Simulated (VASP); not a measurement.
# FeO (Pm-3m) in VASP: a series of runs, part 2 of 2

VASP 6.6.1. The steps go on from the part before.

### 5 Single point, PBE, collinear spin, ferromagnetic start

This run uses another cell than the first one, of 9.09 Å³/atom, 1.020 times its volume.

The input, INCAR:

```
SYSTEM = FeO
ALGO     = Normal         ! electronic algorithm
EDIFF    = 1E-6           ! SCF threshold, eV
ENCUT    = 520            ! plane-wave cutoff, eV
GGA      = PE             ! functional
ISIF     = 2              ! what is computed and relaxed
ISMEAR   = -1             ! smearing method
ISPIN    = 2              ! spin polarisation
LASPH    = .TRUE.         ! aspherical terms in the spheres
LCHARG   = .FALSE.        ! write CHGCAR
LMAXMIX  = 4              ! l up to which the mixer works
LORBIT   = 11             ! projections on sites
LREAL    = .FALSE.        ! projectors in reciprocal space
LWAVE    = .FALSE.        ! write WAVECAR
MAGMOM   = 3 0            ! initial moments
NBANDS   = 18             ! bands
NELM     = 150            ! most SCF steps
PREC     = Accurate       ! precision mode
SIGMA    = 0.05           ! smearing width, eV
```

The input, KPOINTS:

```
k-points
0
G
  10 10 10
  0 0 0
```

The input, POSCAR:

```
FeO
1.0
    2.6297712576      0.0000000000      0.0000000000
    0.0000000000      2.6297712576      0.0000000000
    0.0000000000      0.0000000000      2.6297712576
Fe O
1 1
Direct
    0.0000000000      0.0000000000      0.0000000000
    0.5000000000      0.5000000000      0.5000000000
```

Potentials or basis: VASP PAW PBE potentials, release 64 (Fe, O).

The run is started by

```bash
$ cat potpaw_PBE.64/Fe/POTCAR potpaw_PBE.64/O/POTCAR > POTCAR
$ mpirun -np 1 vasp_std > vasp.out
```

OUTCAR:

```text
SYSTEM = FeO
   EDIFF = 1E-6
   ENCUT = 520
   GGA = PE
   ISIF = 2
   ISMEAR = -1
   ISPIN = 2
   LASPH = .TRUE.
   LORBIT = 11
   LREAL = .FALSE.
   NELM = 150
   PREC = Accurate

 ion  position               nearest neighbor table
   1  0.000  0.000  0.000-   2 2.28   2 2.28   2 2.28   2 2.28   2 2.28   2 2.28   2 2.28   2 2.28

   2  0.500  0.500  0.500-   1 2.28   1 2.28   1 2.28   1 2.28   1 2.28   1 2.28   1 2.28   1 2.28

  LATTYP: Found a simple cubic cell.
 ALAT       =     2.6297712576

  Lattice vectors:

 A1 = (   2.6297712576,   0.0000000000,   0.0000000000)
 A2 = (   0.0000000000,   2.6297712576,   0.0000000000)
 A3 = (   0.0000000000,   0.0000000000,   2.6297712576)

Analysis of symmetry for initial positions (statically):
=====================================================================
 Subroutine PRICEL returns:
 Original cell was already a primitive cell.

 Routine SETGRP: Setting up the symmetry group for a
 simple cubic supercell.

 Subroutine GETGRP returns: Found 48 space group operations
 (whereof 48 operations were pure point group operations)
 out of a pool of 48 trial point group operations.

The static configuration has the point symmetry O_h .

[... 694 lines left out ...]
      2       4.2858      1.00000
      3       4.2858      1.00000
      4       4.2858      1.00000
      5       4.3644      1.00000
      6       4.3655      1.00000
[... 493 lines left out ...]
     17      33.7788      0.00000
     18      36.6496      0.00000

 [... further k-points ...]
[... 5 lines left out ...]
  --------------------------------------------------------------------------------------
  -------------------------------------------------------------------------------------
  Total        0.5336337      0.5336337      0.5336337     -0.0000000     -0.0000000      0.0000000
  in kB       47.0110478     47.0110478     47.0110478     -0.0000000     -0.0000000      0.0000000
  external PRESSURE =      47.0110478 kB  Pullay stress =       0.0000000 kB

 VOLUME and BASIS-vectors are now :
 -----------------------------------------------------------------------------
  energy-cutoff  :      520.00
  volume of cell :       18.19
      direct lattice vectors                 reciprocal lattice vectors
     2.629771258  0.000000000  0.000000000     0.380261210  0.000000000  0.000000000
     0.000000000  2.629771258  0.000000000     0.000000000  0.380261210  0.000000000
     0.000000000  0.000000000  2.629771258     0.000000000  0.000000000  0.380261210

 POSITION                                       TOTAL-FORCE (eV/Angst)
 -----------------------------------------------------------------------------------
      0.00000      0.00000      0.00000         0.000000      0.000000      0.000000
      1.31489      1.31489      1.31489         0.000000      0.000000      0.000000
 -----------------------------------------------------------------------------------
    total drift:                                0.000000      0.000000      0.000000

  FREE ENERGIE OF THE ION-ELECTRON SYSTEM (eV)
  ---------------------------------------------------
  free  energy   TOTEN  =       -14.3750998382 eV

  energy  without entropy=      -14.3731855396  energy(sigma->0) =      -14.37414269

 total charge

# of ion       s       p       d       tot
------------------------------------------
    1        0.298   0.364   6.113   6.775
    2        1.570   3.396   0.000   4.967
--------------------------------------------------
tot          1.868   3.760   6.113  11.742

 magnetization (x)

# of ion       s       p       d       tot
------------------------------------------
    1        0.010   0.019   3.503   3.532
    2        0.028   0.343   0.000   0.371
--------------------------------------------------
tot          0.038   0.362   3.503   3.903
```

Run time: 15 s. Hardware: 1 thread of Intel Xeon 6975P-C (Granite Rapids), shared host; peak memory 0.14 GiB.

What came out:

```
Free energy                                           : -14.3751 eV
Pressure                                              : 4.7 GPa
Band gap on the k mesh                                : zero (filled and empty bands overlap)
Net moment                                            : 4.00 μB per cell
Site moments                                          : Fe +3.53; O +0.37 μB
Valence electrons inside the program's atomic spheres : Fe 6.78; O 4.97
```

Levels at points of the mesh, in eV from the Fermi level:
Spin up:
| k point | band 7 | band 8 | band 9 | band 10 | band 11 | band 12 |
| --- | --- | --- | --- | --- | --- | --- |
| (0.00, 0.00, 0.00) | -2.56 | -2.56 | -2.56 | 0.61 | 15.22 | 15.22 |
| (0.50, 0.00, 0.00) | -1.58 | -0.27 | -0.27 | 5.93 | 8.10 | 15.87 |
| (0.50, 0.50, 0.00) | -3.19 | -1.92 | -1.55 | 5.87 | 10.97 | 10.97 |
| (0.50, 0.50, 0.50) | -0.24 | -0.24 | -0.24 | 6.61 | 6.61 | 6.61 |
Spin down:
```
           k point  band 2  band 3  band 4  band 5  band 6  band 7  band 8  band 9
(0.00, 0.00, 0.00)   -2.14   -2.14   -2.14   -2.06   -2.06    1.56    1.56    1.57
(0.50, 0.00, 0.00)   -8.01   -2.85   -2.85   -1.54    1.31    1.68    2.55    2.55
(0.50, 0.50, 0.00)   -5.70   -5.70   -1.62   -1.22    0.37    0.71    0.71    1.68
(0.50, 0.50, 0.50)   -6.15   -6.15   -6.15    1.73    1.73    2.93    2.93    2.93
```

Caveat: a cell with one magnetic atom can't hold antiferromagnetic order, which such compounds often take; semilocal functionals often make such compounds metallic where correlation or magnetic order opens a gap, which also shifts bond lengths. With open d or f shells a metallic result of PBE can be an artefact of self-interaction; +U or a hybrid may open a gap.

### 6 Single point, PBE, collinear spin, ferromagnetic start

This run uses another cell than the first one, of 9.27 Å³/atom, 1.040 times its volume.

The input, INCAR:

```
  PREC = Accurate
  ENCUT = 520
  EDIFF = 1E-6
  ISMEAR = -1
  SIGMA = 0.05
  LREAL = F
  LASPH = T
  NELM = 150
  ALGO = Normal
  ISIF = 2
  LWAVE = F
  LCHARG = T
  ISPIN = 2
  MAGMOM = 3 0
  LORBIT = 11
  LMAXMIX = 4
  GGA = PE
  LELF = T
  LVHAR = T
  NBANDS = 18
```

The input, KPOINTS:

```
Automatic mesh
0
Gamma
  10 10 10
```

The input, POSCAR:

```
FeO
1.0
    2.6468481728      0.0000000000      0.0000000000
    0.0000000000      2.6468481728      0.0000000000
    0.0000000000      0.0000000000      2.6468481728
Fe O
1 1
Direct
    0.0000000000      0.0000000000      0.0000000000
    0.5000000000      0.5000000000      0.5000000000
```

Potentials or basis: VASP PAW PBE potentials, release 64 (Fe, O).

The run is started by

```bash
$ cat potpaw_PBE.64/Fe/POTCAR potpaw_PBE.64/O/POTCAR > POTCAR
$ mpirun -np 1 vasp_std > vasp.out
```

OUTCAR:

```text
PREC = Accurate
   ENCUT = 520
   EDIFF = 1E-6
   ISMEAR = -1
   LREAL = F
   LASPH = T
   NELM = 150
   ISIF = 2
   ISPIN = 2
   LORBIT = 11
   GGA = PE

 ion  position               nearest neighbor table
   1  0.000  0.000  0.000-   2 2.29   2 2.29   2 2.29   2 2.29   2 2.29   2 2.29   2 2.29   2 2.29

   2  0.500  0.500  0.500-   1 2.29   1 2.29   1 2.29   1 2.29   1 2.29   1 2.29   1 2.29   1 2.29

  LATTYP: Found a simple cubic cell.
 ALAT       =     2.6468481728

[... 1224 lines left out ...]
  in kB        6.2379596      6.2379596      6.2379596     -0.0000000     -0.0000000     -0.0000000
  external PRESSURE =       6.2379596 kB  Pullay stress =       0.0000000 kB

 VOLUME and BASIS-vectors are now :
 -----------------------------------------------------------------------------
  energy-cutoff  :      520.00
  volume of cell :       18.54
      direct lattice vectors                 reciprocal lattice vectors
     2.646848173  0.000000000  0.000000000     0.377807843  0.000000000  0.000000000
     0.000000000  2.646848173  0.000000000     0.000000000  0.377807843  0.000000000
     0.000000000  0.000000000  2.646848173     0.000000000  0.000000000  0.377807843

 POSITION                                       TOTAL-FORCE (eV/Angst)
 -----------------------------------------------------------------------------------
      0.00000      0.00000      0.00000         0.000000      0.000000      0.000000
      1.32342      1.32342      1.32342         0.000000      0.000000      0.000000
 -----------------------------------------------------------------------------------
    total drift:                                0.000000      0.000000      0.000000

  FREE ENERGIE OF THE ION-ELECTRON SYSTEM (eV)
  ---------------------------------------------------
  free  energy   TOTEN  =       -14.3814265616 eV

  energy  without entropy=      -14.3795273150  energy(sigma->0) =      -14.38047694

 total charge

# of ion       s       p       d       tot
------------------------------------------
    1        0.293   0.351   6.099   6.743
    2        1.570   3.386   0.000   4.956
--------------------------------------------------
tot          1.863   3.737   6.099  11.699

 magnetization (x)

# of ion       s       p       d       tot
------------------------------------------
    1        0.010   0.018   3.507   3.535
    2        0.027   0.340   0.000   0.367
--------------------------------------------------
tot          0.037   0.358   3.507   3.903
```

stdout:

```text
POSCAR found type information on POSCAR FeO
 POSCAR found :  2 types and       2 ions
 scaLAPACK will be used
 LDA part: xc-table for (Slater+PW92), standard interpolation
 POSCAR, INCAR and KPOINTS ok, starting setup
 FFT: planning ... GRIDC
 FFT: planning ... GRID_SOFT
 FFT: planning ... GRID
 WAVECAR not read
 entering main loop
```

Wall time 14 s (1 thread of Intel Xeon 6975P-C (Granite Rapids), shared host); peak memory 0.15 GiB.

Results:

| Quantity | Value |
| --- | --- |
| Free energy | -14.3814 eV |
| Pressure | 0.6 GPa |
| Band gap on the k mesh | zero (filled and empty bands overlap) |
| Net moment | 4.00 μB per cell |
| Site moments | Fe +3.54; O +0.37 μB |
| Valence electrons inside the program's atomic spheres | Fe 6.74; O 4.96 |

Caveat: a cell with one magnetic atom can't hold antiferromagnetic order, which such compounds often take; semilocal functionals often make such compounds metallic where correlation or magnetic order opens a gap, which also shifts bond lengths. With open d or f shells a metallic result of PBE can be an artefact of self-interaction; +U or a hybrid may open a gap.

### 7 The runs side by side

| cell | gap on the mesh (eV) | pressure (GPa) | moment (μB) |
| --- | --- | --- | --- |
| a = 2.612 Å, 2 atoms | none | 9.3 | 4.00 |
| a = 2.630 Å, 2 atoms | none | 4.7 | 4.00 |
| a = 2.647 Å, 2 atoms | none | 0.6 | 4.00 |

Alike in all rows: task single point; level PBE; potentials or basis VASP PAW PBE potentials, release 64 (Fe, O); spin collinear, ferromagnetic start; k mesh 10 × 10 × 10; cutoff (eV) 520; smearing fermi-dirac 0.05 eV.

Caveats: a cell with one magnetic atom can't hold antiferromagnetic order, which such compounds often take; semilocal functionals often make such compounds metallic where correlation or magnetic order opens a gap, which also shifts bond lengths.

Total energies depend on the potentials used, so only differences within one code and one set of settings carry meaning.
